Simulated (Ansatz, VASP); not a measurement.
**Two plane-wave programs on SnO2**

```
Sn O
1.0
     3.18637    0.00000    0.00000
    -1.59319    2.75948    0.00000
     0.00000    0.00000    9.65503
Sn O
2 4
Direct
  0.00000 0.00000 0.50000
  0.00000 0.00000 0.00000
  0.66667 0.33333 0.40179
  0.66667 0.33333 0.09821
  0.33333 0.66667 0.59821
  0.33333 0.66667 0.90179
```

Alike in both runs: task single point; functional PBE; dispersion D3(BJ); k mesh 12 × 12 × 4; occupations gaussian, width 0.05 eV; no spin polarisation.

```csv
,VASP,Ansatz
version,VASP 6.6.1,Ansatz 0.2.0
potentials or method,"VASP PAW PBE potentials, release 64 (Sn_d, O), cutoff 520 eV","scalar-relativistic, plane waves, PAW"
valence electrons in the cell,52,52
```

Ansatz gave:

| Item | Value |
| --- | --- |
| gap on the k mesh at the Fermi level (eV) | 2.11 |
| least direct gap on the mesh (eV) | 2.62 |
| pressure (GPa) | 9.5 |
| traceless stress, the component that is largest in VASP (GPa) | 0.02 |
| rms of the force components (eV/Å) | 0.496 |

Which values does VASP return?

gap on the k mesh at the Fermi level (eV): 2.09; least direct gap on the mesh (eV): 2.60; pressure (GPa): 10.2; traceless stress, the component that is largest in VASP (GPa): -0.44; rms of the force components (eV/Å): 0.524.

Atom by atom the forces differ by 0.028 eV/Å (rms over components).
